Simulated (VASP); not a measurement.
A run of VASP 6.6.1 is set up as follows.

INCAR

```
SYSTEM = BeCd3S4
  PREC = Accurate
  ENCUT = 600
  EDIFF = 1E-7
  ISMEAR = 0
  SIGMA = 0.15
  LREAL = .False.
  LASPH = .True.
  NELM = 120
  ALGO = Normal
  ISIF = 3
  LWAVE = .False.
  LCHARG = .False.
  GGA = PE
  IBRION = 2
  NSW = 36
  EDIFFG = -0.08
  GGA_COMPAT = .False.
  NELMIN = 4
```

The input KPOINTS:

```
regular mesh
0
Gamma
  2 2 2
  0 0 0
```

POSCAR

```
BeCd3S4
1.0
    6.1330445900      0.0000000000      0.0000000000
   -3.0665223000      5.3113724200      0.0000000000
    0.0000000000      0.0000000000      5.3189263500
Be Cd S
1 3 4
Direct
    0.0000000000      0.0000000000      0.5000000000
    0.5000000000      0.0000000000      0.5000000000
    0.0000000000      0.5000000000      0.5000000000
    0.5000000000      0.5000000000      0.5000000000
    0.5000000000      0.0000000000      0.0000000000
    0.0000000000      0.5000000000      0.0000000000
    0.5000000000      0.5000000000      0.0000000000
    0.0000000000      0.0000000000      0.0000000000
```

Potentials or basis: VASP PAW PBE potentials, release 64 (Be, Cd, S).

Run with:

```sh
$ cat potpaw_PBE.64/Be/POTCAR potpaw_PBE.64/Cd/POTCAR potpaw_PBE.64/S/POTCAR > POTCAR
$ mpirun -np 1 vasp_std > vasp.out
```

(1) Estimate the relaxed cell.

(2) Predict the relaxed volume.

## Answers

(1) a = 5.859 Å, b = 5.859 Å, c = 5.010 Å, α = 90.00°, β = 90.00°, γ = 120.00°.

(2) 18.62 Å³/atom.

Caveat: the k points lie up to 0.63 Å⁻¹ apart in the final cell, too coarse for converged energies and pressures of a metal.
